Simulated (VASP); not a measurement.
Here is a VASP 6.6.1 calculation.

Contents of INCAR:

```
  ALGO = Normal
  EDIFF = 1E-7
  ENCUT = 520
  GGA = PS
  ISIF = 2
  ISMEAR = 0
  LASPH = T
  LCHARG = T
  LELF = T
  LREAL = F
  LVHAR = T
  LWAVE = F
  NBANDS = 22
  NELM = 80
  PREC = Accurate
  SIGMA = 0.1
```

File KPOINTS:

```
k-points
0
Gamma
  6 6 6
```

The input POSCAR:

```
Pd
1.0
    4.6208558455      0.0000000000      0.0000000000
   -2.3104279228      4.0017785495      0.0000000000
    0.0000000000      0.0000000000      2.8327855401
Pd
3
Direct
    0.0000000000      0.0000000000      0.0000000000
    0.3333333333      0.6666666667      0.5000000000
    0.6666666667      0.3333333333      0.5000000000
```

Potentials or basis: VASP PAW PBE potentials, release 64 (Pd).

Run with:

```console
$ cat potpaw_PBE.64/Pd/POTCAR > POTCAR
$ mpirun -np 1 vasp_std > vasp.out
```

(1) What does it give for the band gap on the k mesh?

(2) What does it give for the pressure?

Answers

(1) zero (band 15 reaches 7.54 eV, above the bottom of band 16 at 6.84 eV).

(2) -20.1 GPa.

Caveat: the k points lie up to 0.37 Å⁻¹ apart; the PAW data sets were made with another functional, which shifts forces and pressure a little.
